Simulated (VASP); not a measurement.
SnO2:

```
Sn O
1.0
     5.17526    0.00000    0.00000
     0.00000    5.17526    0.00000
     0.00000    0.00000    5.17526
Sn O
4 8
Direct
  0.00000 0.00000 0.00000
  0.50000 0.00000 0.50000
  0.50000 0.50000 0.00000
  0.00000 0.50000 0.50000
  0.66110 0.83890 0.16110
  0.83890 0.16110 0.66110
  0.16110 0.66110 0.83890
  0.33890 0.33890 0.33890
  0.66110 0.66110 0.66110
  0.83890 0.33890 0.16110
  0.16110 0.83890 0.33890
  0.33890 0.16110 0.83890
```

Base run:

| Property | Result |
| --- | --- |
| Program | VASP 6.6.1 |
| Functional | PBEsol |
| Potentials or basis | VASP PAW PBE potentials, release 64 (Sn_d, O) |
| Cutoff | 520 eV |
| k mesh | 4 × 4 × 4 |
| Occupations | fermi-dirac, width 0.05 eV |
| Spin | no spin polarisation |

Its results: band gap on the k mesh 0.50 eV, indirect (least direct gap 0.56 eV); pressure -6.6 GPa; largest force 0.021 eV/Å.

**Question.** The run is repeated on the same cell with these changes: functional from PBEsol to PBE; k mesh from 4 × 4 × 4 to 5 × 5 × 5. What comes out?

**Answer.** Band gap on the k mesh 0.56 eV, indirect (least direct gap 0.62 eV); pressure 0.0 GPa; largest force 0.004 eV/Å.

Several settings changed at once, so the effect can't be laid on one alone.

Caveats: spin-orbit coupling is left out, which moves the levels of the heavy elements; the PAW data sets were made with another functional, which shifts forces and pressure a little (some runs).

A k mesh can miss the band edges.
